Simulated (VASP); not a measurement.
# AlNi5 (Cmmm) in VASP: single point with PBE

Aim: the single point of AlNi5 with PBE.

Program: VASP 6.6.1. These are calculated values, not measurements. Logs are shortened: lines on timing, memory, paths and dates and some standing lists are left out, and cuts for length are marked.

### Step 1. The cell of the first run

It takes space group Cmmm (No. 65, orthorhombic). Conventional cell: a = 3.528 Å, b = 10.584 Å, c = 3.528 Å, α = 90.00°, β = 90.00°, γ = 90.00°. Al (site symmetry mmm) has 12 Ni at 2.49 Å within 3.3 Å. Within 3.3 Å of Ni (site symmetry mmm) lie 4 Al at 2.49 Å and 8 Ni at 2.49 Å. Ni (site symmetry m2m) has 10 Ni at 2.49 Å and 2 Al at 2.49 Å within 3.3 Å. Within 3.3 Å of Ni (site symmetry m2m) lie 10 Ni at 2.49 Å and 2 Al at 2.49 Å.

### Step 2. Single point, PBE, collinear spin, ferromagnetic start

File INCAR:

```
PREC     = Accurate       # precision mode
ENCUT    = 520            # plane-wave cutoff, eV
EDIFF    = 1E-6           # SCF threshold, eV
ISMEAR   = 0              # smearing method
SIGMA    = 0.1            # smearing width, eV
LREAL    = F              # projectors in reciprocal space
LASPH    = T              # aspherical terms in the spheres
NELM     = 150            # most SCF steps
ALGO     = Normal         # electronic algorithm
ISIF     = 2              # what is computed and relaxed
LWAVE    = F              # write WAVECAR
LCHARG   = T              # write CHGCAR
ISPIN    = 2              # spin polarisation
MAGMOM   = 0 2 2 2 2 2    # initial moments
LORBIT   = 11             # projections on sites
LMAXMIX  = 4              # l up to which the mixer works
GGA      = PE             # functional
LELF     = T              # ELF
LVHAR    = T            
NBANDS   = 40             # bands
```

File KPOINTS:

```
regular mesh
0
Gamma
  6 6 6
```

File POSCAR:

```
AlNi5
1.0
    1.7639247000     -5.2917741000      0.0000000000
    1.7639247000      5.2917741000      0.0000000000
    0.0000000000      0.0000000000      3.5278494000
Al Ni
1 5
Direct
    0.5000000000      0.5000000000      0.5000000000
    0.0000000000      0.0000000000      0.0000000000
    0.6666666700      0.3333333300      0.0000000000
    0.8333333300      0.1666666700      0.5000000000
    0.1666666700      0.8333333300      0.5000000000
    0.3333333300      0.6666666700      0.0000000000
```

Potentials or basis: VASP PAW PBE potentials, release 64 (Al, Ni).

Command:

```sh
cat potpaw_PBE.64/Al/POTCAR potpaw_PBE.64/Ni/POTCAR > POTCAR
mpirun -np 1 vasp_std > vasp.out
```

OUTCAR:

```text
PREC = Accurate
   ENCUT = 520
   EDIFF = 1E-6
   ISMEAR = 0
   LREAL = F
   LASPH = T
   NELM = 150
   ISIF = 2
   ISPIN = 2
   LORBIT = 11
   GGA = PE

 ion  position               nearest neighbor table
   1  0.500  0.500  0.500-   2 2.49   2 2.49   2 2.49   2 2.49   6 2.49   4 2.49   3 2.49   6 2.49
                             5 2.49   4 2.49   5 2.49   3 2.49
   2  0.000  0.000  0.000-   1 2.49   1 2.49   1 2.49   1 2.49   5 2.49   6 2.49   4 2.49   5 2.49
                             3 2.49   6 2.49   3 2.49   4 2.49
   3  0.667  0.333  0.000-   6 2.49   4 2.49   4 2.49   6 2.49   5 2.49   5 2.49   5 2.49   5 2.49
                             1 2.49   2 2.49   2 2.49   1 2.49
   4  0.833  0.167  0.500-   5 2.49   3 2.49   3 2.49   5 2.49   6 2.49   6 2.49   6 2.49   6 2.49
                             1 2.49   2 2.49   1 2.49   2 2.49
   5  0.167  0.833  0.500-   4 2.49   6 2.49   6 2.49   4 2.49   3 2.49   3 2.49   3 2.49   3 2.49
                             2 2.49   1 2.49   1 2.49   2 2.49
   6  0.333  0.667  0.000-   3 2.49   5 2.49   5 2.49   3 2.49   4 2.49   4 2.49   4 2.49   4 2.49
                             2 2.49   1 2.49   2 2.49   1 2.49

  LATTYP: Found a base centered orthorhombic cell.
 ALAT       =     3.5278494000
 B/A-ratio  =     3.0000000000
 C/A-ratio  =     1.0000000000

  Lattice vectors:

 A1 = (   1.7639247000,  -5.2917741000,   0.0000000000)
 A2 = (   1.7639247000,   5.2917741000,   0.0000000000)
 A3 = (   0.0000000000,   0.0000000000,   3.5278494000)

Analysis of symmetry for initial positions (statically):
=====================================================================
 Subroutine PRICEL returns:
 Original cell was already a primitive cell.

 Routine SETGRP: Setting up the symmetry group for a
 base centered orthorhombic supercell.

 Subroutine GETGRP returns: Found  8 space group operations
 (whereof  8 operations were pure point group operations)
 out of a pool of  8 trial point group operations.

The static configuration has the point symmetry D_2h.

Analysis of symmetry for dynamics (positions and initial velocities):
=====================================================================
 Subroutine PRICEL returns:
 Original cell was already a primitive cell.

 Routine SETGRP: Setting up the symmetry group for a
 base centered orthorhombic supercell.

 Subroutine GETGRP returns: Found  8 space group operations
 (whereof  8 operations were pure point group operations)
 out of a pool of  8 trial point group operations.

The dynamic configuration has the point symmetry D_2h.

Analysis of structural, dynamic, and magnetic symmetry:
=====================================================================
 Subroutine PRICEL returns:
 Original cell was already a primitive cell.

 Routine SETGRP: Setting up the symmetry group for a
 base centered orthorhombic supercell.

 Subroutine GETGRP returns: Found  8 space group operations
 (whereof  8 operations were pure point group operations)
 out of a pool of  8 trial point group operations.

The overall configuration has the point symmetry D_2h.

 Subroutine INISYM returns: Found  8 space group operations
 (whereof  8 operations are pure point group operations),
 and found     1 'primitive' translations

----------------------------------------------------------------------------------------

                                     Primitive cell

  volume of cell :      65.8599

  direct lattice vectors                    reciprocal lattice vectors
     1.763924700 -5.291774100  0.000000000     0.283458812 -0.094486271  0.000000000
     1.763924700  5.291774100  0.000000000     0.283458812  0.094486271  0.000000000
     0.000000000  0.000000000  3.527849400     0.000000000  0.000000000  0.283458812

  length of vectors
     5.578019673  5.578019673  3.527849400     0.298791823  0.298791823  0.283458812

  position of ions in fractional coordinates (direct lattice)
     0.500000000  0.500000000  0.500000000
     0.000000000  0.000000000  0.000000000
     0.666666670  0.333333330  0.000000000
     0.833333330  0.166666670  0.500000000
     0.166666670  0.833333330  0.500000000
     0.333333330  0.666666670  0.000000000

  ion indices of the primitive-cell ions
   primitive index   ion index
                 1           1
                 2           2
                 3           3
[... 58 lines left out ...]
   number of dos      NEDOS =    301   number of ions     NIONS =      6
   total plane-waves  NPLWV =  49392
   dimension x,y,z NGX =    42 NGY =   42 NGZ =   28
   dimension x,y,z NGXF=    84 NGYF=   84 NGZF=   56
   ions per type =               1   5
   NGX,Y,Z   is equivalent  to a cutoff of  12.52, 12.52, 13.19 a.u.
   NGXF,Y,Z  is equivalent  to a cutoff of  25.04, 25.04, 26.39 a.u.
 SYSTEM =  unknown system
   PREC   = accura    normal or accurate (medium, high low for compatibility)
   ISTART =      0    job   : 0-new  1-cont  2-samecut
   ICHARG =      2    charge: 1-file 2-atom 10-const
   ISPIN  =      2    spin polarized calculation?
   LNONCOLLINEAR =      F non collinear calculations
   LSORBIT =      F    spin-orbit coupling
   LASPH  =      T    aspherical Exc in radial PAW
   ENCUT  =  520.0 eV  38.22 Ry    6.18 a.u.  10.37 10.37  6.56*2*pi/ulx,y,z
   NELM   =    150;   NELMIN=  2; NELMDL= -5     # of ELM steps
   EDIFF  = 0.1E-05   stopping-criterion for ELM
   LREAL  =      F    real-space projection
   EDIFFG = 0.1E-04   stopping-criterion for IOM
   NSW    =      0    number of steps for IOM
   IBRION =     -1    ionic relax: 0-MD 1-quasi-New 2-CG
   NFREE  =      0    steps in history (QN), initial steepest desc. (CG)
   ISIF   =      2    stress and relaxation
   ISYM   =      2    0-nonsym 1-usesym 2-fastsym
   POTIM  = 0.5000    time-step for ionic-motion
   TEBEG  =    0.0;   TEEND  =   0.0 temperature during run
   PSTRESS=    0.0 pullay stress
   NELECT =      53.0000    total number of electrons
   NUPDOWN=      -1.0000    fix difference up-down
   EMIN   =  10.00;   EMAX   =-10.00  energy-range for DOS
   EFERMI =   0.00;   METHOD = LEGACY
   ISMEAR =     0;   SIGMA  =   0.10  broadening in eV -4-tet -1-fermi 0-gaus
   EFERMI_NEDOS =   21; number of points for ismear=-14 and -15
   IALGO  =     38    algorithm
   IMIX   =      4    mixing-type and parameters
     AMIX     =   0.40;   BMIX     =  1.00
     AMIX_MAG =   1.60;   BMIX_MAG =  1.00
  volume/ion in A,a.u.               =      10.98        74.07
  Fermi-wavevector in a.u.,A,eV,Ry     =   1.522742  2.877565 31.548417  2.318743
  Thomas-Fermi vector in A             =   2.631280
   LORBIT       =     11    0 simple, 1 ext, 2 COOP (PROOUT), +10 PAW based schemes
   GGA     = PE    functional components
   LHFCALC =     F    Hartree Fock is set to
   AEXX    =    0.0000 exact exchange contribution
   IVDW    =     0    specifies the selected vdW correction
   LEPSILON=     F    determine dielectric tensor
   LRPA    =     F    only Hartree local field effects (RPA)
 spin polarized calculation
 Gauss-broadening in eV      SIGMA  =   0.10
  energy-cutoff  :      520.00
  volume of cell :       65.86
 maximum number of plane-waves:      1801
 NGX is ok and might be reduce to    42
   NGX = 21   NGY = 21   NGZ = 13

 number of electron      53.0000000 magnetization      10.0000000

 number of electron      52.9999984 magnetization       1.5531791

 Free energy of the ion-electron system (eV)
  ---------------------------------------------------
  ext. energy  EPLUGINS =         0.00000000
  ---------------------------------------------------
  free energy    TOTEN  =       -32.79156874 eV

  energy without entropy =      -32.76363433  energy(sigma->0) =      -32.77760153

 E-fermi :   9.6831     XC(G=0): -12.9530

 val. band max:        9.6817080724   @ k =  -0.1667   0.1667   0.3333
 cond. band min:       9.6870572554   @ k =   0.3333   0.3333   0.5000
 fundamental gap:      0.0053491830
 Fermi energy:         9.6831198006

 spin component 1

 k-point     1 :       0.0000    0.0000    0.0000
  band No.  band energies     occupation
      1      -0.1768      1.00000
      2       4.4284      1.00000
      3       4.5790      1.00000
      4       5.5406      1.00000
      5       5.8417      1.00000
      6       6.0579      1.00000
[... 973 lines left out ...]
     37      19.5006      0.00000
     38      20.9657      0.00000

 [... further k-points ...]

 spin component 2

 k-point     1 :       0.0000    0.0000    0.0000
  band No.  band energies     occupation
      1      -0.2075      1.00000
      2       4.4842      1.00000
      3       4.6073      1.00000
      4       5.6893      1.00000
      5       6.0025      1.00000
      6       6.3627      1.00000
[... 973 lines left out ...]
     37      19.5201      0.00000
     38      20.9983      0.00000

 [... further k-points ...]

 [bands above 38 left out]

------------------------ aborting loop because EDIFF is reached ----------------------------------------

  FORCE on cell =-STRESS in cart. coord.  units (eV):
  Direction    XX          YY          ZZ          XY          YZ          ZX
  --------------------------------------------------------------------------------------
  -------------------------------------------------------------------------------------
  Total        1.7359737      1.3023588      1.2872400      0.0000000      0.0000000      0.0000000
  in kB       42.2310970     31.6825300     31.3147337      0.0000000      0.0000000      0.0000000
  external PRESSURE =      35.0761202 kB  Pullay stress =       0.0000000 kB

 VOLUME and BASIS-vectors are now :
 -----------------------------------------------------------------------------
  energy-cutoff  :      520.00
  volume of cell :       65.86
      direct lattice vectors                 reciprocal lattice vectors
     1.763924700 -5.291774100  0.000000000     0.283458812 -0.094486271  0.000000000
     1.763924700  5.291774100  0.000000000     0.283458812  0.094486271  0.000000000
     0.000000000  0.000000000  3.527849400     0.000000000  0.000000000  0.283458812

 POSITION                                       TOTAL-FORCE (eV/Angst)
 -----------------------------------------------------------------------------------
      1.76392      0.00000      1.76392         0.000000      0.000000      0.000000
      0.00000      0.00000      0.00000         0.000000      0.000000      0.000000
      1.76392     -1.76392      0.00000         0.000000     -0.301989      0.000000
      1.76392     -3.52785      1.76392         0.000000      0.130713     -0.000000
      1.76392      3.52785      1.76392         0.000000     -0.130713      0.000000
      1.76392      1.76392      0.00000         0.000000      0.301989     -0.000000
 -----------------------------------------------------------------------------------
    total drift:                                0.000000     -0.000000      0.000000

  FREE ENERGIE OF THE ION-ELECTRON SYSTEM (eV)
  ---------------------------------------------------
  free  energy   TOTEN  =       -32.7915687392 eV

  energy  without entropy=      -32.7636343252  energy(sigma->0) =      -32.77760153

 total charge

# of ion       s       p       d       tot
------------------------------------------
    1        0.405   0.412   0.000   0.816
    2        0.502   0.535   8.398   9.435
    3        0.496   0.512   8.365   9.373
    4        0.499   0.509   8.361   9.369
    5        0.499   0.509   8.361   9.369
    6        0.496   0.512   8.365   9.373
--------------------------------------------------
tot          2.896   2.989  41.851  47.735

 magnetization (x)

# of ion       s       p       d       tot
------------------------------------------
    1       -0.002  -0.009   0.000  -0.011
    2       -0.004  -0.013   0.289   0.272
    3       -0.004  -0.011   0.340   0.326
    4       -0.002  -0.012   0.362   0.349
    5       -0.002  -0.012   0.362   0.349
    6       -0.004  -0.011   0.340   0.326
--------------------------------------------------
tot         -0.016  -0.068   1.694   1.609
```

Wall time 6.3 min (1 thread of AMD EPYC 7R13 (Zen 3), shared host); peak memory 0.34 GiB.

What came out:

| Quantity | Value |
| --- | --- |
| Free energy | -32.7916 eV |
| Pressure | 3.5 GPa |
| Largest force | 0.302 eV/Å |
| Net moment | 1.55 μB per cell |
| Site moments | Al -0.01; Ni +0.27, +0.33, +0.35 (each value once) μB |
| Valence electrons inside the program's atomic spheres | Al 0.82; Ni 9.44, 9.37 (each value once) |

Forces in eV/Å, atoms in the order of the input:
```
Al   0.000  0.000  0.000
Ni   0.000  0.000  0.000
Ni   0.000 -0.302  0.000
Ni   0.000  0.131  0.000
Ni   0.000 -0.131  0.000
Ni   0.000  0.302  0.000
```

Caveat: the cell stands under pressure.
